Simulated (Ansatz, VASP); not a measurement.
# One calculation of LiCl, two programs

The input POSCAR:

```
LiCl
1.0
    0.0000000000      2.5647600000      2.5647600000
    2.5904076000      0.0000000000      2.5647600000
    2.5904076000      2.5647600000      0.0000000000
Li Cl
1 1
Direct
    0.0000000000      0.0000000000      0.0000000000
    0.5000000000      0.5000000000      0.5000000000
```

Contents of INCAR.step1:

```
SYSTEM = LiCl
PREC = Accurate
ENCUT = 520
ISMEAR = 0
SIGMA = 0.05
LREAL = .FALSE.
LASPH = .TRUE.
NELM = 100
NBANDS = 12
GGA = PE
ALGO = Normal
EDIFF = 1E-4
LWAVE = .TRUE.
LCHARG = .FALSE.
```

Contents of INCAR.step2:

```
SYSTEM = LiCl
PREC = Accurate
ENCUT = 520
EDIFF = 1E-6
ISMEAR = 0
SIGMA = 0.05
LREAL = .FALSE.
LASPH = .TRUE.
NELM = 100
ALGO = Normal
ISIF = 2
LWAVE = .FALSE.
LCHARG = .FALSE.
METAGGA = R2SCAN
LMIXTAU = .TRUE.
NBANDS = 12
ISTART = 1
```

KPOINTS

```
Automatic mesh
0
G
  8 8 8
  0 0 0
```

Input for Ansatz:

```yaml
crystal:
  lattice:
    - [0.0, 2.56476, 2.56476]
    - [2.5904076, 0.0, 2.56476]
    - [2.5904076, 2.56476, 0.0]
  atoms:
    - { symbol: Li, position: [0.0, 0.0, 0.0] }
    - { symbol: Cl, position: [0.5, 0.5, 0.5] }
basis:
  ecutwfc: 500
kpoints:
  mp_grid: { grid: [8, 8, 8] }
hamiltonian:
  xc: r2scan
scf:
  occupations: { method: gaussian, width: 0.05 }
output:
  forces: true
  stress: true
  eigenvalues: true
```

Change from the starting cell: strain +0.0100 x Voigt [1, 0, 0, 0, 0, 0], atoms carried along.

Alike in both runs: task single point; functional r2SCAN; k mesh 8 × 8 × 8; occupations gaussian, width 0.05 eV; no spin polarisation.

|  | VASP | Ansatz |
| --- | --- | --- |
| version | VASP 6.6.1 | Ansatz 0.2.0 |
| potentials or method | VASP PAW PBE potentials, release 64 (Li_sv, Cl), cutoff 520 eV | scalar-relativistic, plane waves, PAW |
| valence electrons in the cell | 10 | 10 |

|  | VASP | Ansatz | Ansatz less VASP |
| --- | --- | --- | --- |
| gap on the k mesh at the Fermi level (eV) | 7.22 | 7.15 | -0.066 |
| least direct gap on the mesh (eV) | 7.22 | 7.15 | -0.066 |

VASP's potentials were made for PBE, not for r2SCAN. The functional is the same, so the differences come from potentials, cutoffs and numerics.

Noted on VASP's run: the cutoff is short for stress, so the pressure is rough.
